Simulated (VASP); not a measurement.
Ru:

```
CELL_PARAMETERS angstrom
2.70580 0.00000 0.00000
-1.35290 2.34329 0.00000
0.00000 0.00000 4.28190
ATOMIC_POSITIONS crystal
Ru 0.66667 0.33333 0.75000
Ru 0.33333 0.66667 0.25000
```

| Quantity | Value |
| --- | --- |
| Program | VASP 6.6.1 |
| Task | relaxation of cell and atoms |
| Functional | PBEsol |
| Potentials or basis | VASP PAW PBE potentials, release 64 (Ru_pv) |
| Cutoff | 600 eV |
| k mesh | 11 × 11 × 6 |
| Occupations | fermi-dirac, width 0.05 eV |
| Spin | no spin polarisation |

At the start: pressure -6.3 GPa; volume 13.57 Å³/atom.

Problem. How do energy, volume and symmetry change on relaxing?

Solution. Over 7 steps the energy falls by 5.1 meV/atom and the volume is 13.32 Å³/atom (-1.9 %); space group P6_3/mmc (No. 194, to 0.1 Å) before and after.

The path:
| step | energy change (eV) | largest force (eV/Å) | pressure (GPa) | volume (Å³) |
| --- | --- | --- | --- | --- |
| 1 | 0.0000 | 0.0000 | -6.32 | 27.15 |
| 2 | 0.0992 | 0.0000 | 24.05 | 25.10 |
| 3 | -0.0102 | 0.0000 | -0.17 | 26.65 |
| 4 | -0.0102 | 0.0000 | -0.01 | 26.64 |
| 5 | -0.0102 | 0.0000 | 0.12 | 26.63 |
| 6 | -0.0102 | 0.0000 | -0.31 | 26.66 |
| 7 | -0.0102 | 0.0000 | -0.02 | 26.64 |

Final structure:
```yaml
crystal:
  lattice:
    - [2.68915, 0.00000, 0.00000]
    - [-1.34458, 2.32887, 0.00000]
    - [0.00000, 0.00000, 4.25398]
  atoms:
    - { symbol: Ru, position: [0.66667, 0.33333, 0.75000] }
    - { symbol: Ru, position: [0.33333, 0.66667, 0.25000] }
```

Caveat: the PAW data sets were made with another functional, which shifts forces and pressure a little.
